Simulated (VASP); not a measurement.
# Mg (Pm-3m) in VASP: notebook

The runs below take Mg through single point, relaxation of cell and atoms, with LDA.

All numbers are computed with VASP 6.6.1; they aren't measurements. Logs are shortened: lines on timing, memory, paths and dates and some standing lists are left out, and cuts for length are marked.

**1. The cell of the first run**

It takes space group Pm-3m (No. 221, cubic). The conventional cell has a = 2.967 Å, b = 2.967 Å, c = 2.967 Å, α = 90.00°, β = 90.00°, γ = 90.00°. Within 3.9 Å of Mg (site symmetry m-3m) lie 6 Mg at 2.97 Å.

This isn't the form of Mg at room conditions, which is hcp.

**2. Single point, LDA**

File INCAR:

```
SYSTEM = Mg
PREC = Accurate ; ENCUT = 600
EDIFF = 1E-6 ; ISMEAR = -1
SIGMA = 0.05 ; LREAL = .False.
LASPH = .True. ; NELM = 120
ALGO = Normal ; ISIF = 2
LWAVE = .False. ; LCHARG = .False.
GGA = CA ; NBANDS = 7
GGA_COMPAT = .False.
```

File KPOINTS:

```
regular mesh
0
Gamma
  8 8 8
  0 0 0
```

File POSCAR:

```
Mg
1.0
    2.9672250165      0.0000000000      0.0000000000
    0.0000000000      2.9672250165      0.0000000000
    0.0000000000      0.0000000000      2.9672250165
Mg
1
Direct
    0.0000000000      0.0000000000      0.0000000000
```

Potentials or basis: VASP PAW LDA potentials, release 64 (Mg).

The run is started by

```bash
$ cat potpaw_LDA.64/Mg/POTCAR > POTCAR
$ mpirun -np 1 vasp_std > vasp.out
```

OUTCAR:

```text
SYSTEM = Mg
   PREC = Accurate
   ENCUT = 600
   EDIFF = 1E-6
   ISMEAR = -1
   LREAL = .False.
   LASPH = .True.
   NELM = 120
   ISIF = 2
   GGA = CA

 ion  position               nearest neighbor table
   1  0.000  0.000  0.000-

  LATTYP: Found a simple cubic cell.
 ALAT       =     2.9672250165

  Lattice vectors:

 A1 = (   2.9672250165,   0.0000000000,   0.0000000000)
 A2 = (   0.0000000000,   2.9672250165,   0.0000000000)
 A3 = (   0.0000000000,   0.0000000000,   2.9672250165)

Analysis of symmetry for initial positions (statically):
=====================================================================
 Subroutine PRICEL returns:
 Original cell was already a primitive cell.

 Routine SETGRP: Setting up the symmetry group for a
 simple cubic supercell.

 Subroutine GETGRP returns: Found 48 space group operations
 (whereof 48 operations were pure point group operations)
 out of a pool of 48 trial point group operations.

The static configuration has the point symmetry O_h .

Analysis of symmetry for dynamics (positions and initial velocities):
=====================================================================
 Subroutine PRICEL returns:
 Original cell was already a primitive cell.

 Routine SETGRP: Setting up the symmetry group for a
 simple cubic supercell.

 Subroutine GETGRP returns: Found 48 space group operations
 (whereof 48 operations were pure point group operations)
 out of a pool of 48 trial point group operations.

The dynamic configuration has the point symmetry O_h .

 Subroutine INISYM returns: Found 48 space group operations
 (whereof 48 operations are pure point group operations),
 and found     1 'primitive' translations

----------------------------------------------------------------------------------------

                                     Primitive cell

  volume of cell :      26.1247

  direct lattice vectors                    reciprocal lattice vectors
     2.967225017  0.000000000  0.000000000     0.337015223  0.000000000  0.000000000
     0.000000000  2.967225017  0.000000000     0.000000000  0.337015223  0.000000000
     0.000000000  0.000000000  2.967225017     0.000000000  0.000000000  0.337015223

  length of vectors
     2.967225017  2.967225017  2.967225017     0.337015223  0.337015223  0.337015223

  position of ions in fractional coordinates (direct lattice)
     0.000000000  0.000000000  0.000000000

  ion indices of the primitive-cell ions
   primitive index   ion index
                 1           1

----------------------------------------------------------------------------------------

 KPOINTS: regular mesh

Automatic generation of k-mesh.
 Grid dimensions read from file:
 generate k-points for:    8    8    8

 Generating k-lattice:

  Cartesian coordinates                     Fractional coordinates (reciprocal lattice)
     0.042126903  0.000000000  0.000000000     0.125000000  0.000000000  0.000000000
     0.000000000  0.042126903  0.000000000     0.000000000  0.125000000  0.000000000
     0.000000000  0.000000000  0.042126903     0.000000000  0.000000000  0.125000000

  Length of vectors
     0.042126903  0.042126903  0.042126903

  Shift w.r.t. Gamma in fractional coordinates (k-lattice)
     0.000000000  0.000000000  0.000000000

 Subroutine IBZKPT returns following result:
 ===========================================

 Found     35 irreducible k-points:

 Following reciprocal coordinates:
            Coordinates               Weight
  0.000000  0.000000  0.000000      1.000000
  0.125000  0.000000  0.000000      6.000000
  0.250000  0.000000  0.000000      6.000000
  0.375000  0.000000  0.000000      6.000000
  0.500000  0.000000  0.000000      3.000000
  0.125000  0.125000  0.000000     12.000000
[... 16 lines left out ...]
  0.375000  0.375000  0.125000     24.000000
  0.500000  0.375000  0.125000     24.000000
 [... further k-points ...]
   k-points           NKPTS =     35   k-points in BZ     NKDIM =     35   number of bands    NBANDS=      7
   number of dos      NEDOS =    301   number of ions     NIONS =      1
   total plane-waves  NPLWV =  13824
   dimension x,y,z NGX =    24 NGY =   24 NGZ =   24
   dimension x,y,z NGXF=    48 NGYF=   48 NGZF=   48
   ions per type =               1
   NGX,Y,Z   is equivalent  to a cutoff of  13.45, 13.45, 13.45 a.u.
   NGXF,Y,Z  is equivalent  to a cutoff of  26.89, 26.89, 26.89 a.u.
 SYSTEM =  Mg
   PREC   = accura    normal or accurate (medium, high low for compatibility)
   ISTART =      0    job   : 0-new  1-cont  2-samecut
   ICHARG =      2    charge: 1-file 2-atom 10-const
   ISPIN  =      1    spin polarized calculation?
   LNONCOLLINEAR =      F non collinear calculations
   LSORBIT =      F    spin-orbit coupling
   LASPH  =      T    aspherical Exc in radial PAW
   ENCUT  =  600.0 eV  44.10 Ry    6.64 a.u.   5.93  5.93  5.93*2*pi/ulx,y,z
   NELM   =    120;   NELMIN=  2; NELMDL= -5     # of ELM steps
   EDIFF  = 0.1E-05   stopping-criterion for ELM
   LREAL  =      F    real-space projection
   EDIFFG = 0.1E-04   stopping-criterion for IOM
   NSW    =      0    number of steps for IOM
   IBRION =     -1    ionic relax: 0-MD 1-quasi-New 2-CG
   NFREE  =      0    steps in history (QN), initial steepest desc. (CG)
   ISIF   =      2    stress and relaxation
   ISYM   =      2    0-nonsym 1-usesym 2-fastsym
   POTIM  = 0.5000    time-step for ionic-motion
   TEBEG  =    0.0;   TEEND  =   0.0 temperature during run
   PSTRESS=    0.0 pullay stress
   NELECT =       2.0000    total number of electrons
   NUPDOWN=      -1.0000    fix difference up-down
   EMIN   =  10.00;   EMAX   =-10.00  energy-range for DOS
   EFERMI =   0.00;   METHOD = LEGACY
   ISMEAR =    -1;   SIGMA  =   0.05  broadening in eV -4-tet -1-fermi 0-gaus
   EFERMI_NEDOS =   21; number of points for ismear=-14 and -15
   IALGO  =     38    algorithm
   IMIX   =      4    mixing-type and parameters
     AMIX     =   0.40;   BMIX     =  1.00
     AMIX_MAG =   1.60;   BMIX_MAG =  1.00
  volume/ion in A,a.u.               =      26.12       176.30
  Fermi-wavevector in a.u.,A,eV,Ry     =   0.695133  1.313610  6.574463  0.483209
  Thomas-Fermi vector in A             =   1.777820
   LORBIT       =      0    0 simple, 1 ext, 2 COOP (PROOUT), +10 PAW based schemes
   GGA     = CA    functional components
   LHFCALC =     F    Hartree Fock is set to
   AEXX    =    0.0000 exact exchange contribution
   IVDW    =     0    specifies the selected vdW correction
   LEPSILON=     F    determine dielectric tensor
   LRPA    =     F    only Hartree local field effects (RPA)
 non-spin polarized calculation
  energy-cutoff  :      600.00
  volume of cell :       26.12
 maximum number of plane-waves:       912
 NGX is ok and might be reduce to    24
   NGX = 11   NGY = 11   NGZ = 11

 number of electron       2.0000000 magnetization

 Free energy of the ion-electron system (eV)
  ---------------------------------------------------
  ext. energy  EPLUGINS =         0.00000000
  ---------------------------------------------------
  free energy    TOTEN  =        -1.40538847 eV

  energy without entropy =       -1.39940664  energy(sigma->0) =       -1.40239755

 E-fermi :   1.9243     XC(G=0):  -8.2319

 val. band max:        1.8702634249   @ k =   0.3750   0.0000   0.0000
 cond. band min:       1.9657224961   @ k =   0.5000   0.3750   0.0000
 fundamental gap:      0.0954590712
 Fermi energy:         1.9242934859

 k-point     1 :       0.0000    0.0000    0.0000
  band No.  band energies     occupation
      1      -4.5887      2.00000
      2      10.0650      0.00000
      3      10.0650      0.00000
      4      11.5450      0.00000
      5      11.5450      0.00000
      6      11.5450      0.00000
      7      16.2359      0.00000

 k-point     2 :       0.1250    0.0000    0.0000
  band No.  band energies     occupation
      1      -4.3228      2.00000
      2       7.5612      0.00000
      3      10.2960      0.00000
      4      11.7645      0.00000
      5      11.7645      0.00000
      6      13.3633      0.00000
      7      17.5212      0.00000

 k-point     3 :       0.2500    0.0000    0.0000
  band No.  band energies     occupation
      1      -3.5298      2.00000
      2       4.5554      0.00000
      3      10.9606      0.00000
      4      12.4243      0.00000
      5      12.4243      0.00000
      6      14.7933      0.00000
      7      19.5129      0.00000

 k-point     4 :       0.3750    0.0000    0.0000
  band No.  band energies     occupation
      1      -2.2252      2.00000
      2       1.8703      1.49322
      3      11.9084      0.00000
      4      13.5275      0.00000
      5      13.5275      0.00000
      6      16.0875      0.00000
      7      17.0854      0.00000

 k-point     5 :       0.5000    0.0000    0.0000
  band No.  band energies     occupation
      1      -0.6168      2.00000
      2      -0.2039      2.00000
      3      12.5031      0.00000
      4      14.9967      0.00000
      5      14.9967      0.00000
      6      15.1679      0.00000
      7      15.1679      0.00000
[... 161 lines left out ...]
 k-point    22 :       0.5000    0.2500    0.1250
  band No.  band energies     occupation
      1       0.6977      2.00000
      2       1.0166      2.00000
      3       8.3434      0.00000
      4       9.1682      0.00000
      5      13.1182      0.00000
      6      13.2104      0.00000
      7      19.9147      0.00000

 k-point    23 :       0.3750    0.3750    0.1250
  band No.  band energies     occupation
      1       0.3467      2.00000
      2       3.8466      0.00000
      3       4.9492      0.00000
      4       8.3443      0.00000
      5      12.6559      0.00000
      6      15.5223      0.00000
      7      17.4481      0.00000

 k-point    24 :       0.5000    0.3750    0.1250
  band No.  band energies     occupation
      1       1.9707      0.56650
      2       2.2082      0.00681
      3       5.9581      0.00000
      4       6.4626      0.00000
      5      14.1012      0.00000
      6      14.2094      0.00000
      7      17.8718      0.00000

 [... further k-points ...]

------------------------ aborting loop because EDIFF is reached ----------------------------------------

  FORCE on cell =-STRESS in cart. coord.  units (eV):
  Direction    XX          YY          ZZ          XY          YZ          ZX
  --------------------------------------------------------------------------------------
  -------------------------------------------------------------------------------------
  Total       -0.0419349     -0.0419349     -0.0419349     -0.0000000     -0.0000000      0.0000000
  in kB       -2.5717861     -2.5717861     -2.5717861     -0.0000000     -0.0000000      0.0000000
  external PRESSURE =      -2.5717861 kB  Pullay stress =       0.0000000 kB

 VOLUME and BASIS-vectors are now :
 -----------------------------------------------------------------------------
  energy-cutoff  :      600.00
  volume of cell :       26.12
      direct lattice vectors                 reciprocal lattice vectors
     2.967225017  0.000000000  0.000000000     0.337015223  0.000000000  0.000000000
     0.000000000  2.967225017  0.000000000     0.000000000  0.337015223  0.000000000
     0.000000000  0.000000000  2.967225017     0.000000000  0.000000000  0.337015223

 POSITION                                       TOTAL-FORCE (eV/Angst)
 -----------------------------------------------------------------------------------
      0.00000      0.00000      0.00000         0.000000      0.000000      0.000000
 -----------------------------------------------------------------------------------
    total drift:                                0.000000      0.000000      0.000000

  FREE ENERGIE OF THE ION-ELECTRON SYSTEM (eV)
  ---------------------------------------------------
  free  energy   TOTEN  =        -1.4053884665 eV

  energy  without entropy=       -1.3994066375  energy(sigma->0) =       -1.40239755
```

Wall time 2.2 s (1 thread of Intel Xeon Platinum 8488C (Sapphire Rapids), shared host); peak memory 0.12 GiB.

Results:

```
Free energy            : -1.4054 eV
Pressure               : -0.3 GPa
Band gap on the k mesh : zero (bands 1 and 2 overlap by 6.63 eV)
```

**3. Single point, LDA**

File INCAR:

```
PREC = Accurate ; ENCUT = 600
EDIFF = 1E-6 ; ISMEAR = -1
SIGMA = 0.05 ; LREAL = False
LASPH = True ; NELM = 120
ALGO = Normal ; ISIF = 2
LWAVE = False ; LCHARG = True
GGA = CA ; LELF = True
LVHAR = True ; NBANDS = 7
GGA_COMPAT = False
```

File KPOINTS:

```
regular mesh
0
Gamma
  8 8 8
```

POSCAR is that of step 2.

Potentials or basis: VASP PAW LDA potentials, release 64 (Mg).

The run is started by

```bash
$ cat potpaw_LDA.64/Mg/POTCAR > POTCAR
$ mpirun -np 1 vasp_std > vasp.out
```

Wall time 2.5 s (1 thread of Intel Xeon Platinum 8488C (Sapphire Rapids), shared host); peak memory 0.12 GiB.

It converged, with:

```
Free energy            : -1.4054 eV
Pressure               : -0.3 GPa
Band gap on the k mesh : zero (bands 1 and 2 overlap by 6.63 eV)
```

Levels at points of the mesh, in eV from the Fermi level:
| k point | band 1 | band 2 | band 3 | band 4 | band 5 |
| --- | --- | --- | --- | --- | --- |
| (0.00, 0.00, 0.00) | -6.51 | 8.14 | 8.14 | 9.62 | 9.62 |
| (0.50, 0.00, 0.00) | -2.54 | -2.13 | 10.58 | 13.07 | 13.07 |
| (0.50, 0.50, 0.00) | 1.22 | 1.22 | 1.98 | 2.61 | 15.73 |
| (0.50, 0.50, 0.50) | 4.50 | 4.50 | 4.50 | 5.70 | 5.70 |

**4. Relaxation of cell and atoms, LDA**

This run uses another cell than the first one, of 25.67 Å³/atom.

File INCAR:

```
PREC     = Accurate       # precision mode
ENCUT    = 600            # plane-wave cutoff, eV
EDIFF    = 1E-7           # SCF threshold, eV
ISMEAR   = -1             # smearing method
SIGMA    = 0.05           # smearing width, eV
LREAL    = False          # projectors in reciprocal space
LASPH    = True           # aspherical terms in the spheres
NELM     = 120            # most SCF steps
ALGO     = Normal         # electronic algorithm
ISIF     = 3              # what is computed and relaxed
LWAVE    = False          # write WAVECAR
LCHARG   = False          # write CHGCAR
IBRION   = 2              # ionic algorithm
NSW      = 80             # ionic steps
EDIFFG   = -0.02          # ionic threshold
GGA_COMPAT= False        
NELMIN   = 4
```

File KPOINTS:

```
Automatic mesh
0
Gamma
  8 8 8
```

File POSCAR:

```
Mg
1.0
    2.9500000000      0.0000000000      0.0000000000
    0.0000000000      2.9500000000      0.0000000000
    0.0000000000      0.0000000000      2.9500000000
Mg
1
Direct
    0.0000000000      0.0000000000      0.0000000000
```

The run is started by

```bash
$ cat potpaw_LDA.64/Mg/POTCAR > POTCAR
$ mpirun -np 1 vasp_std > vasp.out
```

Run time: 2.5 s. Hardware: 1 thread of Intel Xeon Platinum 8488C (Sapphire Rapids), shared host; peak memory 0.12 GiB.

Results (log left out):

```yaml
Free_energy: -1.4056 eV
Relaxed_volume: 25.77 Å³/atom
Relaxed_cell: a = 2.954 Å, b = 2.954 Å, c = 2.954 Å, α = 90.00°, β = 90.00°, γ = 90.00°
Space_group_after_relaxing_to_0.1_Å: Pm-3m (No. 221)
Energy_gained_by_relaxing: 0.1 meV/atom
Ionic_steps: 2
Pressure_after_relaxing: 0.1 GPa
Band_gap_on_the_k_mesh: zero (bands 1 and 2 overlap by 6.72 eV)
```

Final structure:
```
Mg
1.0
     2.95363    0.00000    0.00000
     0.00000    2.95363    0.00000
     0.00000    0.00000    2.95363
Mg
1
Direct
  0.00000 0.00000 0.00000
```

Levels at points of the mesh, in eV from the Fermi level:
```
           k point  band 1  band 2  band 3  band 4
(0.00, 0.00, 0.00)   -6.57    8.18    8.18    9.71
(0.50, 0.00, 0.00)   -2.55   -2.16   10.64   13.22
(0.50, 0.50, 0.00)    1.22    1.22    2.03    2.60
(0.50, 0.50, 0.50)    4.56    4.56    4.56    5.71
```

**5. Relaxation of cell and atoms, LDA**

File INCAR:

```
SYSTEM = Mg
PREC = Accurate
ENCUT = 600
EDIFF = 1E-7
ISMEAR = -1
SIGMA = 0.05
LREAL = .FALSE.
LASPH = .TRUE.
NELM = 120
ALGO = Normal
ISIF = 3
LWAVE = .FALSE.
LCHARG = .FALSE.
IBRION = 2
NSW = 80
EDIFFG = -0.02
GGA_COMPAT = .FALSE.
NELMIN = 4
```

File KPOINTS:

```
Automatic mesh
0
G
  8 8 8
  0 0 0
```

File POSCAR:

```
Mg
1.0
    2.9672250165      0.0000000000      0.0000000000
    0.0000000000      2.9672250165      0.0000000000
    0.0000000000      0.0000000000      2.9672250165
Mg
1
Direct
    0.0000000000      0.0000000000      0.0000000000
```

The run is started by

```bash
$ cat potpaw_LDA.64/Mg/POTCAR > POTCAR
$ mpirun -np 1 vasp_std > vasp.out
```

Wall time 2.6 s (1 thread of Intel Xeon Platinum 8488C (Sapphire Rapids), shared host); peak memory 0.13 GiB.

It converged, with:

* Free energy: -1.4056 eV
* Relaxed volume: 25.97 Å³/atom
* Relaxed cell: a = 2.961 Å, b = 2.961 Å, c = 2.961 Å, α = 90.00°, β = 90.00°, γ = 90.00°
* Space group after relaxing (to 0.1 Å): Pm-3m (No. 221)
* Energy gained by relaxing: 0.2 meV/atom
* Ionic steps: 2
* Pressure after relaxing: -0.1 GPa
* Band gap on the k mesh: zero (bands 1 and 2 overlap by 6.67 eV)

The path:
```csv
step,energy change (eV),largest force (eV/Å),pressure (GPa),volume (Å³)
1,0.0000,0.0000,-0.26,26.12
2,-0.0002,0.0000,-0.12,25.97
```

Final structure:
```cif
data_structure
_symmetry_space_group_name_H-M 'P 1'
_symmetry_Int_Tables_number 1
_cell_length_a 2.9612
_cell_length_b 2.9612
_cell_length_c 2.9612
_cell_angle_alpha 90.000
_cell_angle_beta 90.000
_cell_angle_gamma 90.000
_cell_volume 25.97
loop_
_atom_site_label
_atom_site_type_symbol
_atom_site_fract_x
_atom_site_fract_y
_atom_site_fract_z
_atom_site_occupancy
Mg1 Mg 0.00000 0.00000 0.00000 1
```

Levels at points of the mesh, in eV from the Fermi level:
```tsv
k point	band 1	band 2	band 3	band 4	band 5
(0.00, 0.00, 0.00)	-6.54	8.16	8.16	9.66	9.66
(0.50, 0.00, 0.00)	-2.55	-2.14	10.61	13.14	13.14
(0.50, 0.50, 0.00)	1.22	1.22	2.00	2.60	15.78
(0.50, 0.50, 0.50)	4.53	4.53	4.53	5.70	5.70
```

**6. Summary**

| task | cell | gap on the mesh (eV) | pressure (GPa) | relaxed volume (Å³/atom) |
| --- | --- | --- | --- | --- |
| single point | a = 2.967 Å, 1 atom | none | -0.3 | - |
| relaxation of cell and atoms | relaxed from a = 2.950 Å, 1 atom | none | 0.1 | 25.77 |
| relaxation of cell and atoms | relaxed from a = 2.967 Å, 1 atom | none | -0.1 | 25.97 |

Alike in all rows: level LDA; potentials or basis VASP PAW LDA potentials, release 64 (Mg); no spin polarisation; k mesh 8 × 8 × 8; cutoff (eV) 600; smearing fermi-dirac 0.05 eV.

Total energies depend on the potentials used, so only differences within one code and one set of settings carry meaning.
